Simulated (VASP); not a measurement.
Write the native input for VASP 6.6.1 that does the following.

```
Task                   : single point
Functional             : LDA
Potentials or basis    : VASP PAW LDA potentials, release 64 (Mn_sv, O)
Cutoff                 : 700 eV
k mesh                 : 11 × 11 × 11
Occupations            : fermi-dirac, width 0.05 eV
Spin                   : collinear spin, ferromagnetic start
Starting moments       : [4.0, 0.0, 0.0] μB
Dipole correction      : no
Further INCAR settings : ALGO = Normal; EDIFF = 1e-06; NBANDS = 24
```

The structure of MnO2 lies in POSCAR:

```
MnO2
1.0
    1.4564504782      0.8408820756      4.6738353618
   -1.4564504782      0.8408820756      4.6738353618
    0.0000000000     -1.6817641514      4.6738353618
Mn O
1 2
Direct
    0.0000000000      0.0000000000      0.0000000000
    0.7356355100      0.7356355100      0.7356355100
    0.2643644900      0.2643644900      0.2643644900
```

The input as run:

INCAR

```
ALGO = Normal
EDIFF = 1E-6
ENCUT = 700
GGA_COMPAT = False
ISIF = 2
ISMEAR = -1
ISPIN = 2
LASPH = True
LCHARG = False
LMAXMIX = 4
LORBIT = 11
LREAL = False
LWAVE = False
MAGMOM = 4 0 0
NBANDS = 24
NELM = 200
PREC = Accurate
SIGMA = 0.05
```

KPOINTS

```
k-points
0
Gamma
  11 11 11
```

Potentials or basis: VASP PAW LDA potentials, release 64 (Mn_sv, O).

Launch:

```bash
$ cat potpaw_LDA.64/Mn_sv/POTCAR potpaw_LDA.64/O/POTCAR > POTCAR
$ mpirun -np 1 vasp_std > vasp.out
```

Results of the run:

```yaml
Pressure: -18.3 GPa
Largest_force: 1.269 eV/Å
Band_gap_on_the_k_mesh: 0.57 eV (least direct gap 0.63 eV)
Net_moment: 3.00 μB per cell
Site_moments: Mn +2.73; O +0.04 μB
Valence_electrons_inside_the_program's_atomic_spheres: Mn 12.74; O 4.93
```

Caveat: the stress differs along the axes, from -21 to -13 GPa; a cell with one magnetic atom can't hold antiferromagnetic order, which such compounds often take; forces of over 1 eV/Å act on the atoms, so gaps and moduli don't describe the material at rest.

Run time: 25 min on 1 thread of Intel(R) Xeon(R) Platinum 8488C (Sapphire Rapids), with other jobs on the host, peak memory 0.45 GiB.
